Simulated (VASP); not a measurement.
Input of a VASP 6.6.1 run:

The input INCAR:

```
SYSTEM = C
PREC = Accurate
ENCUT = 800
EDIFF = 1E-7
ISMEAR = -1
SIGMA = 0.05
LREAL = .False.
LASPH = .True.
NELM = 300
ALGO = All
ISIF = 4
LWAVE = .False.
LCHARG = .False.
GGA = PE
IBRION = 2
NSW = 50
EDIFFG = -0.005
GGA_COMPAT = .False.
NELMIN = 4
ISEARCH = 1
KPAR = 4
```

File KPOINTS:

```
Automatic mesh
0
Gamma
  12 12 16
  0 0 0
```

File POSCAR:

```
C
1.0
    4.5594635543      0.0000000000      0.0000000000
   -2.2797317772      3.9486112657      0.0000000000
    0.0000000000      0.0000000000      0.9696759605
C
3
Direct
    0.0000000000      0.0000000000      0.0000000000
    0.3333333333      0.6666666667      0.5000000000
    0.6666666667      0.3333333333      0.5000000000
```

Potentials or basis: VASP PAW PBE potentials, release 64 (C).

Run with:

```console
$ cat potpaw_PBE.64/C/POTCAR > POTCAR
$ mpirun -np 4 vasp_std > vasp.out
```

Task: Estimate the band gap on the k mesh.

Result: Zero (bands 6 and 7 overlap by 18.75 eV).

Final structure:
```cif
data_structure
_symmetry_space_group_name_H-M 'P 1'
_symmetry_Int_Tables_number 1
_cell_length_a 4.0309
_cell_length_b 4.0309
_cell_length_c 1.2407
_cell_angle_alpha 90.000
_cell_angle_beta 90.000
_cell_angle_gamma 120.000
_cell_volume 17.46
loop_
_atom_site_label
_atom_site_type_symbol
_atom_site_fract_x
_atom_site_fract_y
_atom_site_fract_z
_atom_site_occupancy
C1 C 0.00000 0.00000 0.00000 1
C2 C 0.33333 0.66667 0.50000 1
C3 C 0.66667 0.33333 0.50000 1
```

Caveat: the k points lie up to 0.32 Å⁻¹ apart in the final cell, too coarse for converged energies and pressures of a metal; a cell axis changed by over 15 % at a fixed basis, so the end point is rough.
